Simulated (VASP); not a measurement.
The system is SbSe.

```
Sb Se
1.0
     4.40776    0.00000    0.00000
    -2.20388    3.81723    0.00000
     0.00000    0.00000    7.05888
Sb Se
2 2
Direct
  0.33333 0.66667 0.00000
  0.66667 0.33333 0.50000
  0.33333 0.66667 0.38210
  0.66667 0.33333 0.88210
```

| Item | Value |
| --- | --- |
| Program | VASP 6.6.1 |
| Task | relaxation of cell and atoms |
| Functional | PBE |
| Potentials or basis | VASP PAW PBE potentials, release 64 (Sb, Se) |
| Cutoff | 600 eV |
| k mesh | 6 × 6 × 4 |
| Occupations | gaussian, width 0.1 eV |
| Spin | no spin polarisation |

At the start: pressure 12.2 GPa; volume 29.69 Å³/atom.

How do energy, volume and symmetry change on relaxing?

Over 22 steps the energy falls by 422.5 meV/atom and the volume is 33.02 Å³/atom (+11.2 %); space group P6_3mc (No. 186, to 0.1 Å) before, P6_3/mmc (No. 194, to 0.1 Å).

The path:
```tsv
step	energy change (eV)	largest force (eV/Å)	pressure (GPa)	volume (Å³)
1	0.0000	0.7098	12.24	118.77
2	-0.8594	0.4353	-2.76	162.16
3	-0.9797	0.5190	-0.19	148.24
4	-0.9796	0.5148	-0.34	148.87
5	-1.0282	0.4679	-0.31	148.60
6	-1.1337	0.2181	-0.05	147.79
7	-1.1559	0.1017	0.81	146.17
8	-1.1728	0.0065	0.41	146.77
9	-1.1773	0.0684	-1.07	151.01
10	-1.1815	0.0498	-0.48	149.24
11	-1.2019	0.0794	-0.65	147.74
12	-1.2884	0.0320	-1.13	142.80
13	-1.6800	0.0871	0.52	130.92
14	-1.4826	0.0279	-0.98	136.92
15	-1.6816	0.1059	0.05	132.02
16	-1.6832	0.1049	0.24	131.57
17	-1.6251	0.0839	0.13	133.44
18	-1.6842	0.0875	0.19	131.80
19	-1.6734	0.0368	-1.10	135.62
20	-1.6885	0.0332	-0.30	133.06
21	-1.6854	0.0345	0.49	130.42
22	-1.6901	0.0096	-0.02	132.07
```

Final structure:
```
Sb Se
1.0
     5.07370    0.00000    0.00000
    -2.53685    4.39396    0.00000
     0.00000    0.00000    5.92432
Sb Se
2 2
Direct
  0.33333 0.66667 0.94157
  0.66667 0.33333 0.44157
  0.33333 0.66667 0.44053
  0.66667 0.33333 0.94053
```

Caveat: a cell axis changed by over 15 % at a fixed basis, so the end point is rough.
